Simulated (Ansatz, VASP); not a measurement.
LiBr: VASP beside Ansatz

```
CELL_PARAMETERS angstrom
0.00000 2.70613 2.70613
2.70613 0.00000 2.70613
2.70613 2.70613 0.00000
ATOMIC_POSITIONS crystal
Li 0.00000 0.00000 0.00000
Br 0.50000 0.50000 0.50000
```

Alike in both runs: functional PBEsol; k mesh 14 × 14 × 14; occupations fermi-dirac, width 0.08 eV; no spin polarisation.

Ansatz relaxed the structure, and its values are those at the end. VASP's run is a single point on that final structure, the one shown.

```csv
,VASP,Ansatz
version,VASP 6.6.1,Ansatz 0.2.0
potentials or method,"VASP PAW PBE potentials, release 64 (Li_sv, Br)","PAW with Ansatz's default frozen-core files, scalar-relativistic"
plane-wave cutoff (eV),750,420
valence electrons in the cell,10,10
```

```tsv
	VASP	Ansatz	Ansatz less VASP
gap on the k mesh at the Fermi level (eV)	4.98	4.98	-0.001
pressure (GPa)	0.0	0.0	+0.02
```

VASP's potentials were made for PBE, not for PBEsol.
